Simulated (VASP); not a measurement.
Write the native input for VASP 6.6.1 that does the following.

```yaml
Task: single point
Functional: LDA
Potentials_or_basis: VASP PAW PBE potentials, release 64 (Eu)
Cutoff: 520 eV
k_mesh: 11 × 11 × 11
Occupations: fermi-dirac, width 0.05 eV
Spin: collinear spin, ferromagnetic start
Starting_moments: "[7.0] μB"
Dipole_correction: no
Further_INCAR_settings: ALGO = Normal; EDIFF = 1e-06; NBANDS = 18
```

The structure of Eu lies in POSCAR:

```
Eu
1.0
    2.6807019364      0.0000000000      0.0000000000
    0.0000000000      2.6807019364      0.0000000000
    0.0000000000      0.0000000000      2.6807019364
Eu
1
Direct
    0.0000000000      0.0000000000      0.0000000000
```

This isn't the form of Eu at room conditions, which is bcc.

The input as run:

INCAR

```
PREC = Accurate
ENCUT = 520
EDIFF = 1E-6
ISMEAR = -1
SIGMA = 0.05
LREAL = False
LASPH = True
NELM = 150
ALGO = Normal
ISIF = 2
LWAVE = False
LCHARG = False
ISPIN = 2
MAGMOM = 7
LORBIT = 11
LMAXMIX = 6
GGA = CA
NBANDS = 18
```

KPOINTS

```
regular mesh
0
Gamma
  11 11 11
```

Potentials or basis: VASP PAW PBE potentials, release 64 (Eu).

Command:

```sh
$ cat potpaw_PBE.64/Eu/POTCAR > POTCAR
$ mpirun -np 1 vasp_std > vasp.out
```

It gave:

```yaml
Pressure: 28.9 GPa
Net_moment: 6.83 μB per cell
Site_moments: Eu +6.58 μB
Valence_electrons_inside_the_program's_atomic_spheres: Eu 15.34
```

Caveat: the cell stands under pressure; the PAW data sets were made with another functional, which shifts forces and pressure a little.

It took 31 s on 1 thread of Intel(R) Xeon(R) Platinum 8488C (Sapphire Rapids) (shared host), peak memory 0.16 GiB.
